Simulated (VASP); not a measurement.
Write the native input for VASP 6.6.1 that does the following.

* Task: single point
* Functional: PBE
* Potentials or basis: VASP PAW PBE potentials, release 64 (Al, As)
* Cutoff: 520 eV
* k mesh: 6 × 6 × 4
* Occupations: gaussian, width 0.1 eV
* Spin: no spin polarisation
* Dipole correction: no
* Further INCAR settings: ALGO = Normal; EDIFF = 1e-07; NBANDS = 34

The structure of AlAs4 lies in POSCAR:

```
AlAs4
1.0
    5.3475838176      0.0000000000     -0.0042619123
    0.0000000000      5.3813347061      0.0000000000
   -1.5479555658      0.0000000000      7.5940463012
Al As
2 8
Direct
    0.0000000000      0.5000000000      0.5000000000
    0.0000000000      0.0000000000      0.0000000000
    0.7884599372      0.3116676629      0.7537872678
    0.3726131060      0.1527541507      0.5813679828
    0.2115400628      0.6883323371      0.2462127322
    0.6273868940      0.8472458493      0.4186320172
    0.7884599372      0.1883323371      0.2537872678
    0.3726131060      0.3472458493      0.0813679828
    0.2115400628      0.8116676629      0.7462127322
    0.6273868940      0.6527541507      0.9186320172
```

These files were run (other wordings do the same):

INCAR

```
  PREC = Accurate
  ENCUT = 520
  EDIFF = 1E-7
  ISMEAR = 0
  SIGMA = 0.1
  LREAL = F
  LASPH = T
  NELM = 100
  ALGO = Normal
  ISIF = 2
  LWAVE = F
  LCHARG = F
  GGA = PE
  NBANDS = 34
```

KPOINTS

```
regular mesh
0
Gamma
  6 6 4
```

Potentials or basis: VASP PAW PBE potentials, release 64 (Al, As).

Run with:

```console
$ cat potpaw_PBE.64/Al/POTCAR potpaw_PBE.64/As/POTCAR > POTCAR
$ mpirun -np 1 vasp_std > vasp.out
```

Results of the run:

```json
{
 "Pressure": "0.2 GPa",
 "Largest force": "0.037 eV/Å",
 "Band gap on the k mesh": "zero (bands 23 and 24 overlap by 1.35 eV)"
}
```

It took 4.1 min on 1 thread of AMD EPYC 9R45 96-Core Processor (Zen 5), with other jobs on the host, peak memory 0.45 GiB.
